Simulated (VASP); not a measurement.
Runs of VASP 6.6.1 on NiO. The structure is that of space group Fm-3m (No. 225), or close to it. The cells are those of the table. 

| task | cell | k mesh for the DOS | occupations for the DOS | gap on the mesh (eV) | pressure (GPa) | moment (μB) |
| --- | --- | --- | --- | --- | --- | --- |
| single point | a = 2.938 Å, angles 60.0°, 2 atoms | - | - | none | 7.7 | 1.66 |
| electric field gradients | a = 2.898 Å, angles 60.0°, 2 atoms | - | - | none | 16.5 | 1.52 |
| electric field gradients | a = 2.938 Å, angles 60.0°, 2 atoms | - | - | none | 7.7 | 1.66 |
| single point | a = 3.016 Å, angles 60.0°, 2 atoms | - | - | none | (b) | 1.85 |
| density of states | a = 2.958 Å, angles 60.0°, 2 atoms | 23 × 23 × 23 | tetrahedron | - | - | 1.71 |
| electric field gradients | a = 2.958 Å, angles 60.0°, 2 atoms | - | - | none | (a) | 1.71 |
| single point | a = 2.977 Å, angles 60.0°, 2 atoms | - | - | none | 0.2 | 1.76 |

Alike in all rows: level PBE; potentials or basis VASP PAW PBE potentials, release 64 (Ni, O); spin collinear, ferromagnetic start; k mesh 15 × 15 × 15; cutoff (eV) 520; smearing fermi-dirac 0.03 eV.

Task: Estimate the missing entries.

Result: (a) 3.8; (b) -5.7.

Caveats: a cell with one magnetic atom can't hold antiferromagnetic order, which such compounds often take; semilocal functionals often make such compounds metallic where correlation or magnetic order opens a gap, which also shifts bond lengths; tetrahedron occupations give inexact forces and stress in metals (some runs).

A gap of «none» marks levels without a gap at the run's occupations.
